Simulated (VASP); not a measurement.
# CO2 (Pa-3) in VASP: single point with PBE

Aim: the single point of CO2 with PBE.

Everything below comes from runs of VASP 6.6.1. Logs are shortened: lines on timing, memory, paths and dates and some standing lists are left out, and cuts for length are marked.

## Step 1: The cell of the first run

Symmetry: Pa-3, No. 205, cubic system. Conventional cell: a = 5.620 Å, b = 5.620 Å, c = 5.620 Å, α = 90.00°, β = 90.00°, γ = 90.00°. C (site symmetry -3) has 2 O at 1.17 Å within 1.6 Å. Within 1.6 Å of O (site symmetry 3) lie 1 C at 1.17 Å.

## Step 2: Single point, PBE

File INCAR:

```
SYSTEM = CO2
PREC = Accurate
ENCUT = 520
EDIFF = 1E-6
ISMEAR = -1
SIGMA = 0.02
LREAL = .FALSE.
LASPH = .TRUE.
NELM = 60
ALGO = Normal
ISIF = 2
LWAVE = .FALSE.
LCHARG = .TRUE.
GGA = PE
LELF = .TRUE.
LVHAR = .TRUE.
NBANDS = 44
```

File KPOINTS:

```
regular mesh
0
G
  4 4 4
  0 0 0
```

File POSCAR:

```
CO2
1.0
    5.6200000000      0.0000000000      0.0000000000
    0.0000000000      5.6200000000      0.0000000000
    0.0000000000      0.0000000000      5.6200000000
C O
4 8
Direct
    0.0000000000      0.0000000000      0.0000000000
    0.5000000000      0.0000000000      0.5000000000
    0.5000000000      0.5000000000      0.0000000000
    0.0000000000      0.5000000000      0.5000000000
    0.1200165072      0.1200165072      0.1200165072
    0.3799834928      0.8799834928      0.6200165072
    0.6200165072      0.3799834928      0.8799834928
    0.8799834928      0.6200165072      0.3799834928
    0.8799834928      0.8799834928      0.8799834928
    0.6200165072      0.1200165072      0.3799834928
    0.3799834928      0.6200165072      0.1200165072
    0.1200165072      0.3799834928      0.6200165072
```

Potentials or basis: VASP PAW PBE potentials, release 64 (C, O).

On the command line:

```console
$ cat potpaw_PBE.64/C/POTCAR potpaw_PBE.64/O/POTCAR > POTCAR
$ mpirun -np 1 vasp_std > vasp.out
```

OUTCAR:

```text
SYSTEM = CO2
   PREC = Accurate
   ENCUT = 520
   EDIFF = 1E-6
   ISMEAR = -1
   LREAL = .FALSE.
   LASPH = .TRUE.
   NELM = 60
   ISIF = 2
   GGA = PE

 ion  position               nearest neighbor table
   1  0.000  0.000  0.000-   5 1.17   9 1.17
   2  0.500  0.000  0.500-   6 1.17  10 1.17
   3  0.500  0.500  0.000-   7 1.17  11 1.17
   4  0.000  0.500  0.500-   8 1.17  12 1.17
   5  0.120  0.120  0.120-   1 1.17
   6  0.380  0.880  0.620-   2 1.17
   7  0.620  0.380  0.880-   3 1.17
   8  0.880  0.620  0.380-   4 1.17
   9  0.880  0.880  0.880-   1 1.17
  10  0.620  0.120  0.380-   2 1.17
  11  0.380  0.620  0.120-   3 1.17
  12  0.120  0.380  0.620-   4 1.17

  LATTYP: Found a simple cubic cell.
 ALAT       =     5.6200000000

  Lattice vectors:

 A1 = (   5.6200000000,   0.0000000000,   0.0000000000)
 A2 = (   0.0000000000,   5.6200000000,   0.0000000000)
 A3 = (   0.0000000000,   0.0000000000,   5.6200000000)

Analysis of symmetry for initial positions (statically):
=====================================================================
 Subroutine PRICEL returns:
 Original cell was already a primitive cell.

 Routine SETGRP: Setting up the symmetry group for a
 simple cubic supercell.

 Subroutine GETGRP returns: Found 24 space group operations
 (whereof  6 operations were pure point group operations)
 out of a pool of 48 trial point group operations.

The static configuration has the point symmetry S_6 .
 The point group associated with its full space group is T_h .

Analysis of symmetry for dynamics (positions and initial velocities):
=====================================================================
 Subroutine PRICEL returns:
 Original cell was already a primitive cell.

 Routine SETGRP: Setting up the symmetry group for a
 simple cubic supercell.

 Subroutine GETGRP returns: Found 24 space group operations
 (whereof  6 operations were pure point group operations)
 out of a pool of 48 trial point group operations.

The dynamic configuration has the point symmetry S_6 .
 The point group associated with its full space group is T_h .

 Subroutine INISYM returns: Found 24 space group operations
 (whereof  6 operations are pure point group operations),
 and found     1 'primitive' translations

----------------------------------------------------------------------------------------

                                     Primitive cell

  volume of cell :     177.5043

  direct lattice vectors                    reciprocal lattice vectors
     5.620000000  0.000000000  0.000000000     0.177935943  0.000000000  0.000000000
     0.000000000  5.620000000  0.000000000     0.000000000  0.177935943  0.000000000
     0.000000000  0.000000000  5.620000000     0.000000000  0.000000000  0.177935943

  length of vectors
     5.620000000  5.620000000  5.620000000     0.177935943  0.177935943  0.177935943

  position of ions in fractional coordinates (direct lattice)
     0.000000000  0.000000000  0.000000000
     0.500000000  0.000000000  0.500000000
     0.500000000  0.500000000  0.000000000
     0.000000000  0.500000000  0.500000000
     0.120016507  0.120016507  0.120016507
     0.379983493  0.879983493  0.620016507
     0.620016507  0.379983493  0.879983493
     0.879983493  0.620016507  0.379983493
     0.879983493  0.879983493  0.879983493
     0.620016507  0.120016507  0.379983493
     0.379983493  0.620016507  0.120016507
     0.120016507  0.379983493  0.620016507

  ion indices of the primitive-cell ions
   primitive index   ion index
                 1           1
                 2           2
                 3           3
                 4           4
                 5           5
                 6           6
                 7           7
                 8           8
                 9           9
                10          10
                11          11
                12          12

----------------------------------------------------------------------------------------

 KPOINTS: regular mesh

Automatic generation of k-mesh.
 Grid dimensions read from file:
 generate k-points for:    4    4    4

 Generating k-lattice:

  Cartesian coordinates                     Fractional coordinates (reciprocal lattice)
     0.044483986  0.000000000  0.000000000     0.250000000  0.000000000  0.000000000
     0.000000000  0.044483986  0.000000000     0.000000000  0.250000000  0.000000000
     0.000000000  0.000000000  0.044483986     0.000000000  0.000000000  0.250000000

  Length of vectors
     0.044483986  0.044483986  0.044483986

  Shift w.r.t. Gamma in fractional coordinates (k-lattice)
     0.000000000  0.000000000  0.000000000

 Subroutine IBZKPT returns following result:
 ===========================================

 Found     11 irreducible k-points:

 Following reciprocal coordinates:
            Coordinates               Weight
  0.000000  0.000000  0.000000      1.000000
  0.250000  0.000000  0.000000      6.000000
  0.500000  0.000000  0.000000      3.000000
  0.250000  0.250000  0.000000     12.000000
  0.500000  0.250000  0.000000      6.000000
 -0.250000  0.500000  0.000000      6.000000
  0.500000  0.500000  0.000000      3.000000
  0.250000  0.250000  0.250000      8.000000
  0.500000  0.250000  0.250000     12.000000
  0.500000  0.500000  0.250000      6.000000
  0.500000  0.500000  0.500000      1.000000
   k-points           NKPTS =     11   k-points in BZ     NKDIM =     11   number of bands    NBANDS=     44
   number of dos      NEDOS =    301   number of ions     NIONS =     12
   total plane-waves  NPLWV =  74088
   dimension x,y,z NGX =    42 NGY =   42 NGZ =   42
   dimension x,y,z NGXF=    84 NGYF=   84 NGZF=   84
   ions per type =               4   8
   NGX,Y,Z   is equivalent  to a cutoff of  12.42, 12.42, 12.42 a.u.
   NGXF,Y,Z  is equivalent  to a cutoff of  24.85, 24.85, 24.85 a.u.
 SYSTEM =  CO2
   PREC   = accura    normal or accurate (medium, high low for compatibility)
   ISTART =      0    job   : 0-new  1-cont  2-samecut
   ICHARG =      2    charge: 1-file 2-atom 10-const
   ISPIN  =      1    spin polarized calculation?
   LNONCOLLINEAR =      F non collinear calculations
   LSORBIT =      F    spin-orbit coupling
   LASPH  =      T    aspherical Exc in radial PAW
   ENCUT  =  520.0 eV  38.22 Ry    6.18 a.u.  10.45 10.45 10.45*2*pi/ulx,y,z
   NELM   =     60;   NELMIN=  2; NELMDL= -5     # of ELM steps
   EDIFF  = 0.1E-05   stopping-criterion for ELM
   LREAL  =      F    real-space projection
   EDIFFG = 0.1E-04   stopping-criterion for IOM
   NSW    =      0    number of steps for IOM
   IBRION =     -1    ionic relax: 0-MD 1-quasi-New 2-CG
   NFREE  =      0    steps in history (QN), initial steepest desc. (CG)
   ISIF   =      2    stress and relaxation
   ISYM   =      2    0-nonsym 1-usesym 2-fastsym
   POTIM  = 0.5000    time-step for ionic-motion
   TEBEG  =    0.0;   TEEND  =   0.0 temperature during run
   PSTRESS=    0.0 pullay stress
   NELECT =      64.0000    total number of electrons
   NUPDOWN=      -1.0000    fix difference up-down
   EMIN   =  10.00;   EMAX   =-10.00  energy-range for DOS
   EFERMI =   0.00;   METHOD = LEGACY
   ISMEAR =    -1;   SIGMA  =   0.02  broadening in eV -4-tet -1-fermi 0-gaus
   EFERMI_NEDOS =   21; number of points for ismear=-14 and -15
   IALGO  =     38    algorithm
   IMIX   =      4    mixing-type and parameters
     AMIX     =   0.40;   BMIX     =  1.00
     AMIX_MAG =   1.60;   BMIX_MAG =  1.00
  volume/ion in A,a.u.               =      14.79        99.82
  Fermi-wavevector in a.u.,A,eV,Ry     =   1.165195  2.201899 18.472341  1.357679
  Thomas-Fermi vector in A             =   2.301723
   LORBIT       =      0    0 simple, 1 ext, 2 COOP (PROOUT), +10 PAW based schemes
   GGA     = PE    functional components
   LHFCALC =     F    Hartree Fock is set to
   AEXX    =    0.0000 exact exchange contribution
   IVDW    =     0    specifies the selected vdW correction
   LEPSILON=     F    determine dielectric tensor
   LRPA    =     F    only Hartree local field effects (RPA)
 non-spin polarized calculation
  energy-cutoff  :      520.00
  volume of cell :      177.50
 maximum number of plane-waves:      4801
 NGX is ok and might be reduce to    42
   NGX = 21   NGY = 21   NGZ = 21

 number of electron      63.9999950 magnetization

 Free energy of the ion-electron system (eV)
  ---------------------------------------------------
  ext. energy  EPLUGINS =         0.00000000
  ---------------------------------------------------
  free energy    TOTEN  =       -92.12747800 eV

  energy without entropy =      -92.12747800  energy(sigma->0) =      -92.12747800

 E-fermi :  -3.1818     XC(G=0):  -7.8447

 val. band max:       -3.6666931922   @ k =   0.0000   0.0000   0.0000
 cond. band min:       3.1047563418   @ k =   0.0000   0.0000   0.0000
 fundamental gap:      6.7714495341
 Fermi energy:        -3.1818307185

 k-point     1 :       0.0000    0.0000    0.0000
  band No.  band energies     occupation
      1     -24.2589      2.00000
      2     -24.0541      2.00000
      3     -24.0541      2.00000
      4     -24.0541      2.00000
      5     -23.1226      2.00000
      6     -23.1226      2.00000
[... 36 lines left out ...]
     43       7.1613      0.00000
     44       7.1613      0.00000

 k-point     2 :       0.2500    0.0000    0.0000
  band No.  band energies     occupation
      1     -24.2307      2.00000
      2     -24.0861      2.00000
      3     -24.0539      2.00000
      4     -24.0539      2.00000
      5     -23.1211      2.00000
      6     -23.1210      2.00000
[... 36 lines left out ...]
     43       7.4336      0.00000
     44       7.4429      0.00000

 k-point     3 :       0.5000    0.0000    0.0000
  band No.  band energies     occupation
      1     -24.1601      2.00000
      2     -24.1601      2.00000
      3     -24.0535      2.00000
      4     -24.0535      2.00000
      5     -23.1194      2.00000
      6     -23.1194      2.00000
[... 36 lines left out ...]
     43       7.7838      0.00000
     44       7.7838      0.00000

 k-point     4 :       0.2500    0.2500    0.0000
  band No.  band energies     occupation
      1     -24.2059      2.00000
      2     -24.0810      2.00000
      3     -24.0809      2.00000
      4     -24.0583      2.00000
      5     -23.1197      2.00000
      6     -23.1150      2.00000
[... 271 lines left out ...]
     43       6.8150      0.00000
     44       6.8150      0.00000

 k-point    10 :       0.5000    0.5000    0.2500
  band No.  band energies     occupation
      1     -24.1058      2.00000
      2     -24.1058      2.00000
      3     -24.1058      2.00000
      4     -24.1058      2.00000
      5     -23.1097      2.00000
      6     -23.1097      2.00000
[... 36 lines left out ...]
     43       5.9898      0.00000
     44       5.9898      0.00000

 k-point    11 :       0.5000    0.5000    0.5000
  band No.  band energies     occupation
      1     -24.1048      2.00000
      2     -24.1048      2.00000
      3     -24.1048      2.00000
      4     -24.1048      2.00000
      5     -23.1108      2.00000
      6     -23.1108      2.00000
[... 36 lines left out ...]
     43       5.9828      0.00000
     44       5.9828      0.00000

------------------------ aborting loop because EDIFF is reached ----------------------------------------

  FORCE on cell =-STRESS in cart. coord.  units (eV):
  Direction    XX          YY          ZZ          XY          YZ          ZX
  --------------------------------------------------------------------------------------
  -------------------------------------------------------------------------------------
  Total        3.1942755      3.1942755      3.1942755      0.0000000      0.0000000      0.0000000
  in kB       28.8319492     28.8319492     28.8319492      0.0000000      0.0000000      0.0000000
  external PRESSURE =      28.8319492 kB  Pullay stress =       0.0000000 kB

 VOLUME and BASIS-vectors are now :
 -----------------------------------------------------------------------------
  energy-cutoff  :      520.00
  volume of cell :      177.50
      direct lattice vectors                 reciprocal lattice vectors
     5.620000000  0.000000000  0.000000000     0.177935943  0.000000000  0.000000000
     0.000000000  5.620000000  0.000000000     0.000000000  0.177935943  0.000000000
     0.000000000  0.000000000  5.620000000     0.000000000  0.000000000  0.177935943

 POSITION                                       TOTAL-FORCE (eV/Angst)
 -----------------------------------------------------------------------------------
      0.00000      0.00000      0.00000         0.000000      0.000000      0.000000
      2.81000      0.00000      2.81000         0.000000      0.000000      0.000000
      2.81000      2.81000      0.00000         0.000000      0.000000      0.000000
      0.00000      2.81000      2.81000         0.000000      0.000000      0.000000
      0.67449      0.67449      0.67449         0.376422      0.376422      0.376422
      2.13551      4.94551      3.48449        -0.376422     -0.376422      0.376422
      3.48449      2.13551      4.94551         0.376422     -0.376422     -0.376422
      4.94551      3.48449      2.13551        -0.376422      0.376422     -0.376422
      4.94551      4.94551      4.94551        -0.376422     -0.376422     -0.376422
      3.48449      0.67449      2.13551         0.376422      0.376422     -0.376422
      2.13551      3.48449      0.67449        -0.376422      0.376422      0.376422
      0.67449      2.13551      3.48449         0.376422     -0.376422      0.376422
 -----------------------------------------------------------------------------------
    total drift:                                0.000000      0.000000     -0.000000

  FREE ENERGIE OF THE ION-ELECTRON SYSTEM (eV)
  ---------------------------------------------------
  free  energy   TOTEN  =       -92.1274779992 eV

  energy  without entropy=      -92.1274779992  energy(sigma->0) =      -92.12747800
```

Wall time 60 s (1 thread of Intel Xeon Platinum 8375C at 2.90GHz (Ice Lake), shared host); peak memory 0.27 GiB.

What came out:

| Quantity | Value |
| --- | --- |
| Free energy | -92.1275 eV |
| Pressure | 2.9 GPa |
| Largest force | 0.652 eV/Å |
| Band gap on the k mesh | 6.77 eV, direct |

Forces on the atoms (eV/Å):
```
C    0.000  0.000  0.000
C    0.000  0.000  0.000
C    0.000  0.000  0.000
C    0.000  0.000  0.000
O    0.376  0.376  0.376
O   -0.376 -0.376  0.376
O    0.376 -0.376 -0.376
O   -0.376  0.376 -0.376
O   -0.376 -0.376 -0.376
O    0.376  0.376 -0.376
O   -0.376  0.376  0.376
O    0.376 -0.376  0.376
```

A k mesh can miss the band edges.
